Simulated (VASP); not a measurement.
Here is a VASP 6.6.1 calculation.

File INCAR:

```
PREC = Accurate
ENCUT = 520
EDIFF = 1E-6
ISMEAR = 0
SIGMA = 0.15
LREAL = False
LASPH = True
NELM = 100
ALGO = Normal
ISIF = 2
LWAVE = False
LCHARG = False
GGA = PS
NBANDS = 9
```

Contents of KPOINTS:

```
Automatic mesh
0
Gamma
  18 18 10
```

Contents of POSCAR:

```
Mg
1.0
    3.0809006712      0.0000000000      0.0000000000
   -1.5404503356      2.6681382478      0.0000000000
    0.0000000000      0.0000000000      5.4187432000
Mg
2
Direct
    0.3333333333      0.6666666667      0.2500000000
    0.6666666667      0.3333333333      0.7500000000
```

Potentials or basis: VASP PAW PBE potentials, release 64 (Mg).

Command:

```console
$ cat potpaw_PBE.64/Mg/POTCAR > POTCAR
$ mpirun -np 1 vasp_std > vasp.out
```

Task: Predict the band gap on the k mesh.

Result: Zero (bands 2 and 3 overlap by 2.87 eV).

Task: Estimate the pressure.

Result: 0.7 GPa.

Stress tensor (GPa, compression positive):
```
 2.20  0.00  0.00
 0.00  2.20  0.00
 0.00  0.00 -2.23
```

Caveat: the cell differs from its parent crystal (strain -0.040 along x and y, +0.040 along z); the PAW data sets were made with another functional, which shifts forces and pressure a little.
